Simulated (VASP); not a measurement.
Wanted: the native input for a VASP 6.6.1 run.

| Item | Value |
| --- | --- |
| Task | single point |
| Functional | PBE |
| Potentials or basis | VASP PAW PBE potentials, release 64 (Cr_pv) |
| Cutoff | 520 eV |
| k mesh | 16 × 16 × 16 |
| Occupations | fermi-dirac, width 0.136057 eV |
| Spin | no spin polarisation |
| Dipole correction | no |
| Further INCAR settings | ALGO = Normal; EDIFF = 1e-06; NBANDS = 12 |

The structure of Cr lies in POSCAR:

```
Cr
1.0
   -1.4251000238      1.4251000238      1.4251000238
    1.4251000238     -1.4251000238      1.4251000238
    1.4251000238      1.4251000238     -1.4251000238
Cr
1
Direct
    0.0000000000      0.0000000000      0.0000000000
```

One way to write it, as run:

INCAR

```
ALGO = Normal
EDIFF = 1E-6
ENCUT = 520
GGA = PE
ISIF = 2
ISMEAR = -1
LASPH = True
LCHARG = True
LELF = True
LREAL = False
LVHAR = True
LWAVE = False
NBANDS = 12
NELM = 100
PREC = Accurate
SIGMA = 0.13605693000000002
```

KPOINTS

```
k-points
0
Gamma
  16 16 16
```

Potentials or basis: VASP PAW PBE potentials, release 64 (Cr_pv).

The run is started by

```bash
$ cat potpaw_PBE.64/Cr_pv/POTCAR > POTCAR
$ mpirun -np 1 vasp_std > vasp.out
```

Results of the run:

The pressure is -0.8 GPa and the band gap on the k mesh is zero (band 6 reaches 13.38 eV, above the bottom of band 7 at 10.04 eV).

Caveat: the run has no spin polarisation, though such a crystal can be magnetic.

Wall time 32 s on 1 thread of AMD EPYC 7R13, on a shared host, peak memory 0.1 GiB.
